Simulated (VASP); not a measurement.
Here is a VASP 6.6.1 calculation.

File INCAR:

```
SYSTEM = TaN
  ALGO = Normal
  EDIFF = 1E-6
  ENCUT = 520
  GGA = PS
  ISIF = 2
  ISMEAR = -1
  LASPH = .True.
  LCHARG = .False.
  LREAL = .False.
  LWAVE = .False.
  NBANDS = 15
  NELM = 80
  PREC = Accurate
  SIGMA = 0.05
```

Contents of KPOINTS:

```
k-points
0
Gamma
  10 10 10
  0 0 0
```

File POSCAR:

```
TaN
1.0
    0.0000000000      2.1359517850      2.1359517850
    2.1359517850      0.0000000000      2.1359517850
    2.1359517850      2.1359517850      0.0000000000
Ta N
1 1
Direct
    0.5000000000      0.5000000000      0.5000000000
    0.0000000000      0.0000000000      0.0000000000
```

Potentials or basis: VASP PAW PBE potentials, release 64 (Ta_pv, N).

Run with:

```sh
$ cat potpaw_PBE.64/Ta_pv/POTCAR potpaw_PBE.64/N/POTCAR > POTCAR
$ mpirun -np 1 vasp_std > vasp.out
```

(1) Predict the pressure.

(2) What does it give for the band gap on the k mesh?

Results:

(1) 31.5 GPa.

(2) zero (bands 8 and 9 overlap by 4.58 eV).

Caveat: the cell stands under pressure; the PAW data sets were made with another functional, which shifts forces and pressure a little; spin-orbit coupling is left out, which moves the levels of the heavy elements.
